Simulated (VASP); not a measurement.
Here is a VASP 6.6.1 calculation.

Contents of INCAR:

```
SYSTEM = Al2Cu
ALGO     = Normal         ! electronic algorithm
EDIFF    = 1E-7           ! SCF threshold, eV
EDIFFG   = -0.03          ! ionic threshold
ENCUT    = 600            ! plane-wave cutoff, eV
GGA      = PS             ! functional
GGA_COMPAT= .FALSE.      
IBRION   = 2              ! ionic algorithm
ISIF     = 3              ! what is computed and relaxed
ISMEAR   = 0              ! smearing method
LASPH    = .TRUE.         ! aspherical terms in the spheres
LCHARG   = .FALSE.        ! write CHGCAR
LREAL    = .FALSE.        ! projectors in reciprocal space
LWAVE    = .FALSE.        ! write WAVECAR
NELM     = 120            ! most SCF steps
NELMIN   = 4            
NSW      = 80             ! ionic steps
PREC     = Accurate       ! precision mode
SIGMA    = 0.05           ! smearing width, eV
```

Contents of KPOINTS:

```
k-points
0
G
  5 5 6
  0 0 0
```

The input POSCAR:

```
Al2Cu
1.0
   -2.0303370000      2.0303370000      2.8510940000
    2.0303370000     -2.0303370000      2.8510940000
    2.0303370000      2.0303370000     -2.8510940000
Al Cu
2 1
Direct
    0.7500000000      0.2500000000      0.5000000000
    0.2500000000      0.7500000000      0.5000000000
    0.5000000000      0.5000000000      0.0000000000
```

Potentials or basis: VASP PAW PBE potentials, release 64 (Al, Cu).

Command:

```sh
$ cat potpaw_PBE.64/Al/POTCAR potpaw_PBE.64/Cu/POTCAR > POTCAR
$ mpirun -np 1 vasp_std > vasp.out
```

(1) Predict the band gap on the k mesh.

## Answers

(1) zero (an odd number of electrons rules out a gap without spin polarisation).

Caveat: the k points lie up to 0.36 Å⁻¹ apart in the final cell, too coarse for converged energies and pressures of a metal; the relaxation stopped at its first step, so nothing moved.
